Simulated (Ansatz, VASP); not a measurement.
## Two plane-wave programs on MgBe2S4

```xyz
7
Lattice="3.3847 0.0000 0.0000 -1.6924 2.9313 0.0000 0.0000 0.0000 10.9857" Properties=species:S:1:pos:R:3 pbc="T T T"
Mg    0.0000    0.0000    0.0000
Be    0.0000    0.0000    7.4209
Be    0.0000    0.0000    3.5649
S     1.6924    0.9771    9.3797
S     0.0000    1.9542    6.7851
S     1.6924    0.9771    4.2007
S     0.0000    1.9542    1.6060
```

Alike in both runs: functional PBE; dispersion D3(BJ); k mesh 12 × 12 × 4; occupations gaussian, width 0.1 eV; no spin polarisation.

Ansatz relaxed the structure, and its values are those at the end. VASP's run is a single point on that final structure, the one shown.

|  | VASP | Ansatz |
| --- | --- | --- |
| version | VASP 6.6.1 | Ansatz 0.2.0 |
| potentials or method | VASP PAW PBE potentials, release 64 (Mg, Be, S), cutoff 520 eV | scalar-relativistic, plane waves, PAW |
| valence electrons in the cell | 30 | 38 |

Ansatz gave:

* gap on the k mesh at the Fermi level (eV): none
* pressure (GPa): 0.0
* rms of the force components (eV/Å): 0.001

Estimate VASP's values.

gap on the k mesh at the Fermi level (eV): none; pressure (GPa): -0.1; rms of the force components (eV/Å): 0.006.

A gap of «none» marks a metal or a gap that the smearing closes. VASP's potentials hold 30 valence electrons a cell and Ansatz's 38, so a difference there can come from the potentials and not from the codes.
